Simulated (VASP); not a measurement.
Input of a VASP 6.6.1 run:

POSCAR

```
TlSbS4
1.0
    0.0000000000      4.0543070860      4.0543070860
    4.0543070860      0.0000000000      4.0543070860
    4.0543070860      4.0543070860      0.0000000000
Tl Sb S
1 1 4
Direct
    0.0000000000      0.0000000000      0.0000000000
    0.7500000000      0.7500000000      0.7500000000
    0.3750000000      0.8750000000      0.3750000000
    0.3750000000      0.3750000000      0.8750000000
    0.3750000000      0.3750000000      0.3750000000
    0.8750000000      0.3750000000      0.3750000000
```

The input INCAR.step1:

```
  PREC = Accurate
  ENCUT = 520
  ISMEAR = 0
  SIGMA = 0.1
  LREAL = F
  LASPH = T
  NELM = 80
  NBANDS = 30
  GGA = PE
  ALGO = Normal
  EDIFF = 1E-4
  LWAVE = T
  LCHARG = F
```

File INCAR.step2:

```
  PREC = Accurate
  ENCUT = 520
  EDIFF = 1E-6
  ISMEAR = 0
  SIGMA = 0.1
  LREAL = F
  LASPH = T
  NELM = 80
  ALGO = Normal
  ISIF = 2
  LWAVE = F
  LCHARG = T
  METAGGA = R2SCAN
  LMIXTAU = T
  LELF = T
  LVHAR = T
  NBANDS = 30
  ISTART = 1
```

The input KPOINTS:

```
regular mesh
0
Gamma
  4 4 4
```

Potentials or basis: VASP PAW PBE potentials, release 64 (Tl_d, Sb, S).

Command:

```console
$ cat potpaw_PBE.64/Tl_d/POTCAR potpaw_PBE.64/Sb/POTCAR potpaw_PBE.64/S/POTCAR > POTCAR
$ cp INCAR.step1 INCAR
$ mpirun -np 1 vasp_std > vasp.out
$ cp INCAR.step2 INCAR
$ mpirun -np 1 vasp_std > vasp.out
```

Task: Predict the pressure.

Result: -2.5 GPa.

Task: Estimate the band gap on the k mesh.

Result: Zero (band 21 reaches 6.61 eV, above the bottom of band 22 at 5.93 eV).

Caveat: the PAW data sets were made with another functional, which shifts forces and pressure a little; spin-orbit coupling is left out, which moves the levels of the heavy elements.
